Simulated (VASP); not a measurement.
# Pt (P2_1/m) in VASP: a series of runs

The runs below take Pt through single point, with PBE.

Program: VASP 6.6.1. These are calculated values, not measurements. Logs are shortened: lines on timing, memory, paths and dates and some standing lists are left out, and cuts for length are marked.

## (1) The cell of the first run

It takes space group P2_1/m (No. 11, monoclinic). The conventional cell has a = 2.807 Å, b = 3.970 Å, c = 2.807 Å, α = 90.00°, β = 90.00°, γ = 90.00°. Pt (site symmetry m) has 12 Pt at 2.71 to 2.91 Å within 3.6 Å.

## (2) Single point, PBE (atoms displaced along several vibrational modes)

The input, INCAR:

```
SYSTEM = Pt
ALGO = Fast ; EDIFF = 1E-6
ENCUT = 520 ; GGA = PE
ISIF = 2 ; ISMEAR = 0
LASPH = .TRUE. ; LCHARG = .TRUE.
LELF = .TRUE. ; LREAL = .FALSE.
LVHAR = .TRUE. ; LWAVE = .FALSE.
NBANDS = 17 ; NELM = 60
PREC = Accurate ; SIGMA = 0.15
```

The input, KPOINTS:

```
k-points
0
G
  16 16 12
  0 0 0
```

The input, POSCAR:

```
Pt
1.0
    0.0000000000     -1.9849647118     -1.9849647118
    0.0000000000      1.9849647118     -1.9849647118
    3.9699294236      0.0000000000      0.0000000000
Pt
2
Direct
    0.5239802752      0.4880098624      0.5000000000
   -0.0239802752      0.0119901376      0.0000000000
```

Potentials or basis: VASP PAW PBE potentials, release 64 (Pt).

Started as:

```console
cat potpaw_PBE.64/Pt/POTCAR > POTCAR
mpirun -np 1 vasp_std > vasp.out
```

OUTCAR:

```text
SYSTEM = Pt
   EDIFF = 1E-6
   ENCUT = 520
   GGA = PE
   ISIF = 2
   ISMEAR = 0
   LASPH = .TRUE.
   LREAL = .FALSE.
   NELM = 60
   PREC = Accurate

 ion  position               nearest neighbor table
   1  0.524  0.488  0.500-   2 2.71   2 2.71   2 2.78   2 2.78   2 2.84   2 2.84   2 2.91   2 2.91

   2  0.976  0.012  0.000-   1 2.71   1 2.71   1 2.78   1 2.78   1 2.84   1 2.84   1 2.91   1 2.91

  LATTYP: Found a simple tetragonal cell.
 ALAT       =     2.8071640163
 C/A-ratio  =     1.4142135624

  Lattice vectors:

 A1 = (   0.0000000000,  -1.9849647118,  -1.9849647118)
 A2 = (   0.0000000000,   1.9849647118,  -1.9849647118)
 A3 = (   3.9699294236,   0.0000000000,   0.0000000000)

Analysis of symmetry for initial positions (statically):
=====================================================================
 Subroutine PRICEL returns:
 Original cell was already a primitive cell.

 Routine SETGRP: Setting up the symmetry group for a
 simple tetragonal supercell.

 Subroutine GETGRP returns: Found  4 space group operations
 (whereof  2 operations were pure point group operations)
 out of a pool of 16 trial point group operations.

The static configuration has the point symmetry C_1h.
 The point group associated with its full space group is C_2h.

Analysis of symmetry for dynamics (positions and initial velocities):
=====================================================================
 Subroutine PRICEL returns:
 Original cell was already a primitive cell.

 Routine SETGRP: Setting up the symmetry group for a
 simple tetragonal supercell.

 Subroutine GETGRP returns: Found  4 space group operations
 (whereof  2 operations were pure point group operations)
 out of a pool of 16 trial point group operations.

The dynamic configuration has the point symmetry C_1h.
 The point group associated with its full space group is C_2h.

 Subroutine INISYM returns: Found  4 space group operations
 (whereof  2 operations are pure point group operations),
 and found     1 'primitive' translations

----------------------------------------------------------------------------------------

                                     Primitive cell

  volume of cell :      31.2837

  direct lattice vectors                    reciprocal lattice vectors
     0.000000000 -1.984964712 -1.984964712     0.000000000 -0.251893647 -0.251893647
     0.000000000  1.984964712 -1.984964712     0.000000000  0.251893647 -0.251893647
     3.969929424  0.000000000  0.000000000     0.251893647  0.000000000  0.000000000

  length of vectors
     2.807164016  2.807164016  3.969929424     0.356231412  0.356231412  0.251893647

  position of ions in fractional coordinates (direct lattice)
     0.523980275  0.488009862  0.500000000
     0.976019725  0.011990138  0.000000000

  ion indices of the primitive-cell ions
   primitive index   ion index
                 1           1
                 2           2

----------------------------------------------------------------------------------------

 KPOINTS: k-points

Automatic generation of k-mesh.
 Grid dimensions read from file:
 generate k-points for:   16   16   12

 Generating k-lattice:

  Cartesian coordinates                     Fractional coordinates (reciprocal lattice)
     0.000000000 -0.015743353 -0.015743353     0.062500000  0.000000000  0.000000000
     0.000000000  0.015743353 -0.015743353     0.000000000  0.062500000  0.000000000
     0.020991137  0.000000000  0.000000000     0.000000000  0.000000000  0.083333333

  Length of vectors
     0.022264463  0.022264463  0.020991137

  Shift w.r.t. Gamma in fractional coordinates (k-lattice)
     0.000000000  0.000000000  0.000000000

 Subroutine IBZKPT returns following result:
 ===========================================

 Found    910 irreducible k-points:

 Following reciprocal coordinates:
            Coordinates               Weight
  0.000000  0.000000  0.000000      1.000000
  0.062500  0.000000  0.000000      2.000000
  0.000000  0.062500  0.000000      2.000000
  0.125000  0.000000  0.000000      2.000000
  0.000000  0.125000  0.000000      2.000000
  0.187500  0.000000  0.000000      2.000000
[... 16 lines left out ...]
  0.062500  0.125000  0.000000      2.000000
  0.187500  0.062500  0.000000      2.000000
 [... further k-points ...]
   k-points           NKPTS =    910   k-points in BZ     NKDIM =    910   number of bands    NBANDS=     17
   number of dos      NEDOS =    301   number of ions     NIONS =      2
   total plane-waves  NPLWV =  17280
   dimension x,y,z NGX =    24 NGY =   24 NGZ =   30
   dimension x,y,z NGXF=    48 NGYF=   48 NGZF=   60
   ions per type =               2
   NGX,Y,Z   is equivalent  to a cutoff of  14.21, 14.21, 12.56 a.u.
   NGXF,Y,Z  is equivalent  to a cutoff of  28.43, 28.43, 25.13 a.u.
 SYSTEM =  Pt
   PREC   = accura    normal or accurate (medium, high low for compatibility)
   ISTART =      0    job   : 0-new  1-cont  2-samecut
   ICHARG =      2    charge: 1-file 2-atom 10-const
   ISPIN  =      1    spin polarized calculation?
   LNONCOLLINEAR =      F non collinear calculations
   LSORBIT =      F    spin-orbit coupling
   LASPH  =      T    aspherical Exc in radial PAW
   ENCUT  =  520.0 eV  38.22 Ry    6.18 a.u.   5.22  5.22  7.38*2*pi/ulx,y,z
   NELM   =     60;   NELMIN=  2; NELMDL= -5     # of ELM steps
   EDIFF  = 0.1E-05   stopping-criterion for ELM
   LREAL  =      F    real-space projection
   EDIFFG = 0.1E-04   stopping-criterion for IOM
   NSW    =      0    number of steps for IOM
   IBRION =     -1    ionic relax: 0-MD 1-quasi-New 2-CG
   NFREE  =      0    steps in history (QN), initial steepest desc. (CG)
   ISIF   =      2    stress and relaxation
   ISYM   =      2    0-nonsym 1-usesym 2-fastsym
   POTIM  = 0.5000    time-step for ionic-motion
   TEBEG  =    0.0;   TEEND  =   0.0 temperature during run
   PSTRESS=    0.0 pullay stress
   NELECT =      20.0000    total number of electrons
   NUPDOWN=      -1.0000    fix difference up-down
   EMIN   =  10.00;   EMAX   =-10.00  energy-range for DOS
   EFERMI =   0.00;   METHOD = LEGACY
   ISMEAR =     0;   SIGMA  =   0.15  broadening in eV -4-tet -1-fermi 0-gaus
   EFERMI_NEDOS =   21; number of points for ismear=-14 and -15
   IALGO  =     68    algorithm
   IMIX   =      4    mixing-type and parameters
     AMIX     =   0.40;   BMIX     =  1.00
     AMIX_MAG =   1.60;   BMIX_MAG =  1.00
  volume/ion in A,a.u.               =      15.64       105.56
  Fermi-wavevector in a.u.,A,eV,Ry     =   1.410302  2.665084 27.061321  1.988951
  Thomas-Fermi vector in A             =   2.532269
   LORBIT       =      0    0 simple, 1 ext, 2 COOP (PROOUT), +10 PAW based schemes
   GGA     = PE    functional components
   LHFCALC =     F    Hartree Fock is set to
   AEXX    =    0.0000 exact exchange contribution
   IVDW    =     0    specifies the selected vdW correction
   LEPSILON=     F    determine dielectric tensor
   LRPA    =     F    only Hartree local field effects (RPA)
 non-spin polarized calculation
 RMM-DIIS sequential band-by-band and
 Gauss-broadening in eV      SIGMA  =   0.15
  energy-cutoff  :      520.00
  volume of cell :       31.28
 maximum number of plane-waves:       888
 NGX is ok and might be reduce to    24
   NGX = 11   NGY = 11   NGZ = 15

 number of electron      20.0000003 magnetization

 Free energy of the ion-electron system (eV)
  ---------------------------------------------------
  ext. energy  EPLUGINS =         0.00000000
  ---------------------------------------------------
  free energy    TOTEN  =       -12.15995292 eV

  energy without entropy =      -12.11331945  energy(sigma->0) =      -12.13663619

 E-fermi :  10.5777     XC(G=0): -13.2676

 val. band max:       10.5774896020   @ k =   0.1875   0.2500  -0.1667
 cond. band min:      10.5778562876   @ k =  -0.3750   0.0625   0.0000
 fundamental gap:      0.0003666856
 Fermi energy:        10.5776831952

 k-point     1 :       0.0000    0.0000    0.0000
  band No.  band energies     occupation
      1       0.7665      2.00000
      2       3.8883      2.00000
      3       4.3587      2.00000
      4       6.9423      2.00000
      5       6.9617      2.00000
      6       7.0719      2.00000
[... 9 lines left out ...]
     16      25.4893      0.00000
     17      30.1097      0.00000

 k-point     2 :       0.0625    0.0000    0.0000
  band No.  band energies     occupation
      1       0.8676      2.00000
      2       3.9562      2.00000
      3       4.4257      2.00000
      4       6.9530      2.00000
      5       7.0142      2.00000
      6       7.0432      2.00000
[... 9 lines left out ...]
     16      25.6404      0.00000
     17      29.5502      0.00000

 k-point     3 :       0.0000    0.0625    0.0000
  band No.  band energies     occupation
      1       0.8682      2.00000
      2       3.9638      2.00000
      3       4.4182      2.00000
      4       6.8987      2.00000
      5       7.0098      2.00000
      6       7.0963      2.00000
[... 9 lines left out ...]
     16      25.6337      0.00000
     17      29.6868      0.00000

 k-point     4 :       0.1250    0.0000    0.0000
  band No.  band energies     occupation
      1       1.1645      2.00000
      2       4.1330      2.00000
      3       4.6384      2.00000
      4       6.8514      2.00000
      5       7.1011      2.00000
      6       7.1554      2.00000
[... 9 lines left out ...]
     16      26.0641      0.00000
     17      28.4776      0.00000
[... 343 lines left out ...]
      1       1.2644      2.00000
      2       4.2169      2.00000
      3       4.6893      2.00000
      4       6.7695      2.00000
      5       7.1547      2.00000
      6       7.2137      2.00000
[... 9 lines left out ...]
     16      26.2258      0.00000
     17      28.6168      0.00000

 k-point    23 :       0.0625    0.1250    0.0000
  band No.  band energies     occupation
      1       1.2657      2.00000
      2       4.2362      2.00000
      3       4.6660      2.00000
      4       6.6589      2.00000
      5       7.1969      2.00000
      6       7.2840      2.00000
[... 9 lines left out ...]
     16      26.1747      0.00000
     17      28.6319      0.00000

 k-point    24 :       0.1875    0.0625    0.0000
  band No.  band energies     occupation
      1       1.7343      2.00000
      2       4.4515      2.00000
      3       5.0403      2.00000
      4       6.5094      2.00000
      5       7.3899      2.00000
      6       7.4062      2.00000
[... 9 lines left out ...]
     16      26.7904      0.00000
     17      27.4713      0.00000

 [... further k-points ...]
[... 5 lines left out ...]
  --------------------------------------------------------------------------------------
  -------------------------------------------------------------------------------------
  Total        0.3914643      0.2370505     -0.0425292      0.0000000     -0.0560120      0.0000000
  in kB       20.0486153     12.1404006     -2.1781078      0.0000000     -2.8686225      0.0000000
  external PRESSURE =      10.0036360 kB  Pullay stress =       0.0000000 kB

 VOLUME and BASIS-vectors are now :
 -----------------------------------------------------------------------------
  energy-cutoff  :      520.00
  volume of cell :       31.28
      direct lattice vectors                 reciprocal lattice vectors
     0.000000000 -1.984964712 -1.984964712     0.000000000 -0.251893647 -0.251893647
     0.000000000  1.984964712 -1.984964712     0.000000000  0.251893647 -0.251893647
     3.969929424  0.000000000  0.000000000     0.251893647  0.000000000  0.000000000

 POSITION                                       TOTAL-FORCE (eV/Angst)
 -----------------------------------------------------------------------------------
      1.98496     -0.07140     -2.00876         0.000000      0.731769      0.200882
      0.00000     -1.91356     -1.96116         0.000000     -0.731769     -0.200882
 -----------------------------------------------------------------------------------
    total drift:                               -0.000000     -0.000000      0.000000

  FREE ENERGIE OF THE ION-ELECTRON SYSTEM (eV)
  ---------------------------------------------------
  free  energy   TOTEN  =       -12.1599529207 eV

  energy  without entropy=      -12.1133194524  energy(sigma->0) =      -12.13663619
```

Run time: 1.9 min. Hardware: 1 thread of Intel Xeon 6975P-C (Granite Rapids), shared host; peak memory 0.49 GiB.

Results:

```
Free energy            : -12.1600 eV
Pressure               : 1.0 GPa
Largest force          : 0.759 eV/Å
Band gap on the k mesh : zero (bands 10 and 11 overlap by 1.33 eV)
```

Forces in eV/Å, atoms in the order of the input:
```
Pt   0.000  0.732  0.201
Pt   0.000 -0.732 -0.201
```

Levels at points of the mesh, in eV from the Fermi level:
```
           k point  band 8  band 9  band 10  band 11  band 12  band 13
(0.00, 0.00, 0.00)   -1.49   -0.04     0.33     0.48     1.86     8.49
(0.50, 0.00, 0.00)   -2.30   -2.11    -1.13     1.49     2.08     9.96
(0.00, 0.50, 0.00)   -2.25   -1.79    -1.32     1.63     1.93    10.23
(0.50, 0.50, 0.00)    0.43    0.44     0.48     1.88     2.09     8.35
(0.00, 0.00, 0.50)   -2.03   -1.84    -1.84    -0.74    -0.74    16.05
(0.50, 0.00, 0.50)   -0.48   -0.01    -0.01     0.23     0.23     5.53
(0.00, 0.50, 0.50)   -0.37   -0.07    -0.07     0.09     0.09     5.57
(0.50, 0.50, 0.50)   -1.79    0.46     0.46     6.72     6.72     8.01
```

Caveat: the cell differs from its parent crystal (atoms displaced along several vibrational modes); spin-orbit coupling is left out, which moves the levels of the heavy elements.

## (3) Single point, PBE (atoms displaced along several vibrational modes)

The input, INCAR:

```
SYSTEM = Pt
ALGO = Fast ; EDIFF = 1E-6
ENCUT = 520 ; GGA = PE
ISIF = 2 ; ISMEAR = 0
LASPH = .True. ; LCHARG = .True.
LELF = .True. ; LREAL = .False.
LVHAR = .True. ; LWAVE = .False.
NBANDS = 17 ; NELM = 60
PREC = Accurate ; SIGMA = 0.15
```

The input, KPOINTS:

```
k-points
0
Gamma
  16 16 12
  0 0 0
```

The input, POSCAR:

```
Pt
1.0
    0.0000000000     -1.9849647118     -1.9849647118
    0.0000000000      1.9849647118     -1.9849647118
    3.9699294236      0.0000000000      0.0000000000
Pt
2
Direct
    0.5299753440      0.4820147936      0.5000000000
   -0.0299753440      0.0179852064      0.0000000000
```

Potentials or basis: VASP PAW PBE potentials, release 64 (Pt).

Started as:

```console
cat potpaw_PBE.64/Pt/POTCAR > POTCAR
mpirun -np 1 vasp_std > vasp.out
```

Wall time 2.1 min (1 thread of Intel Xeon 6975P-C (Granite Rapids), shared host); peak memory 0.49 GiB.

The run converged. Its results:

```
Free energy            : -12.1193 eV
Pressure               : 2.0 GPa
Largest force          : 0.991 eV/Å
Band gap on the k mesh : zero (bands 10 and 11 overlap by 1.26 eV)
```

Forces on the atoms (eV/Å):
```
Pt   0.000  0.977  0.167
Pt   0.000 -0.977 -0.167
```

Stress tensor (GPa, compression positive):
```
 3.79  0.00  0.00
 0.00  2.37 -0.37
 0.00 -0.37 -0.27
```

Levels at points of the mesh, in eV from the Fermi level:
```csv
k point,band 8,band 9,band 10,band 11,band 12,band 13
"(0.00, 0.00, 0.00)",-1.45,-0.07,0.24,0.49,1.86,8.48
"(0.50, 0.00, 0.00)",-2.24,-2.20,-1.00,1.42,2.15,9.83
"(0.00, 0.50, 0.00)",-2.17,-1.85,-1.18,1.55,2.00,10.09
"(0.50, 0.50, 0.00)",0.41,0.44,0.50,1.88,2.25,8.25
"(0.00, 0.00, 0.50)",-2.01,-1.77,-1.77,-0.69,-0.69,15.78
"(0.50, 0.00, 0.50)",-0.54,-0.05,-0.05,0.31,0.31,5.50
"(0.00, 0.50, 0.50)",-0.43,-0.13,-0.13,0.15,0.15,5.56
"(0.50, 0.50, 0.50)",-1.73,0.46,0.46,6.62,6.62,7.99
```

Caveat: the cell differs from its parent crystal (atoms displaced along several vibrational modes); spin-orbit coupling is left out, which moves the levels of the heavy elements.
